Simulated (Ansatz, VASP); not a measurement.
CoO: VASP beside Ansatz

INCAR

```
PREC = Accurate
ENCUT = 600
EDIFF = 1E-6
ISMEAR = 0
SIGMA = 0.1
LREAL = False
LASPH = True
NELM = 150
ALGO = Normal
ISIF = 3
LWAVE = False
LCHARG = False
ISPIN = 2
MAGMOM = 2.73 0.53
LORBIT = 11
LMAXMIX = 4
GGA = PE
IBRION = 2
NSW = 100
EDIFFG = -0.05
```

File KPOINTS:

```
Automatic mesh
0
Gamma
  8 8 8
```

Contents of POSCAR:

```
CoO
1.0
    2.5580026086      0.0000000000      0.0000000000
    0.0000000000      2.5580026086      0.0000000000
    0.0000000000      0.0000000000      2.5580026086
Co O
1 1
Direct
    0.0000000000      0.0000000000      0.0000000000
    0.5000000000      0.5000000000      0.5000000000
```

Input for Ansatz:

```yaml
crystal:
  lattice:
    - [2.5580026086, 0.0, 0.0]
    - [0.0, 2.5580026086, 0.0]
    - [0.0, 0.0, 2.5580026086]
  atoms:
    - { symbol: Co, position: [0.0, 0.0, 0.0], spin: 2.73 }
    - { symbol: O, position: [0.5, 0.5, 0.5], spin: 0.53 }
basis:
  ecutwfc: 420
kpoints:
  mp_grid: { grid: [8, 8, 8] }
hamiltonian:
  xc: pbe
scf:
  occupations: { method: gaussian, width: 0.1 }
output:
  forces: true
  stress: true
  eigenvalues: true
  populations: true
magnetization:
  spin_polarized: true
relax:
  adjacent_minimum: "off"
  f_tol: 0.05
  max_steps: 80
  cell: { stress_tol: 0.5 }
```

Alike in both runs: task relaxation of cell and atoms; functional PBE; k mesh 8 × 8 × 8; occupations gaussian, width 0.1 eV; collinear spin.

|  | VASP | Ansatz |
| --- | --- | --- |
| version | VASP 6.6.1 | Ansatz 0.2.0 |
| potentials or method | VASP PAW PBE potentials, release 64 (Co, O), cutoff 600 eV | scalar-relativistic, plane waves, PAW |
| valence electrons in the cell | 15 | 23 |

VASP gave:

| Item | Value |
| --- | --- |
| gap on the k mesh at the Fermi level, each at its own relaxed structure (eV) | none |
| net moment per atom (μB) | 1.50 |
| size of the moment on the site where the two differ most (μB) | 0.45 |
| relaxed volume (Å³/atom) | 8.93 |
| relaxed length of the cell vector where the two differ most in proportion (Å) | 2.614 |

Estimate Ansatz's values.

gap on the k mesh at the Fermi level, each at its own relaxed structure (eV): none; net moment per atom (μB): 1.50; size of the moment on the site where the two differ most (μB): 0.47; relaxed volume (Å³/atom): 8.95; relaxed length of the cell vector where the two differ most in proportion (Å): 2.616.

Site moments also hang on the region over which each program counts them. A gap of «none» marks a metal or a gap that the smearing closes. VASP's potentials hold 15 valence electrons a cell and Ansatz's 23, so a difference there can come from the potentials and not from the codes.
